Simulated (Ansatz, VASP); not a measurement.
# One calculation of BN, two programs

INCAR

```
  ALGO = Normal
  EDIFF = 1E-6
  ENCUT = 520
  GGA = PE
  ISIF = 2
  ISMEAR = -1
  LASPH = T
  LCHARG = F
  LREAL = F
  LWAVE = F
  NBANDS = 11
  NELM = 100
  PREC = Accurate
  SIGMA = 0.02
```

File KPOINTS:

```
k-points
0
Gamma
  12 12 12
```

The input POSCAR:

```
BN
1.0
    0.0000000000      1.8228737197      1.8228737197
    1.8228737197      0.0000000000      1.8228737197
    1.8228737197      1.8228737197      0.0000000000
B N
1 1
Direct
    0.0000000000      0.0000000000      0.0000000000
    0.2500000000      0.2500000000      0.2500000000
```

Input for Ansatz:

```yaml
crystal:
  lattice:
    - [0.0, 1.8228737197, 1.8228737197]
    - [1.8228737197, 0.0, 1.8228737197]
    - [1.8228737197, 1.8228737197, 0.0]
  atoms:
    - { symbol: B, position: [0.0, 0.0, 0.0] }
    - { symbol: "N", position: [0.25, 0.25, 0.25] }
kpoints:
  mp_grid: { grid: [12, 12, 12] }
  band_path:
    path:
      - [0.0, 0.0, 0.0]
      - [-0.5, -0.5, 0.0]
      - [-0.375, -0.375, 0.25]
      - [-0.375, 0.0, 0.375]
      - [0.0, 0.0, 0.5]
      - [-0.5, -0.25, 0.25]
      - [0.0, 0.5, 0.5]
    npoints: 1
hamiltonian:
  xc: pbe
scf:
  occupations: { method: fermi_dirac, width: 0.02 }
  n_extra_bands: 4
output:
  forces: true
  stress: true
  eigenvalues: true
```

Change from the starting cell: hydrostatic strain +1.0%.

Alike in both runs: task single point; functional PBE; k mesh 12 × 12 × 12; occupations fermi-dirac, width 0.02 eV; no spin polarisation.

|  | VASP | Ansatz |
| --- | --- | --- |
| version | VASP 6.6.1 | Ansatz 0.2.0 |
| potentials or method | VASP PAW PBE potentials, release 64 (B, N) | plane waves, PAW |
| plane-wave cutoff (eV) | 520 | 420 |
| valence electrons in the cell | 8 | 8 |

|  | VASP | Ansatz | Ansatz less VASP |
| --- | --- | --- | --- |
| gap on the k mesh at the Fermi level (eV) | 4.43 | 4.44 | +0.011 |
| pressure (GPa) | -6.1 | -6.2 | -0.18 |
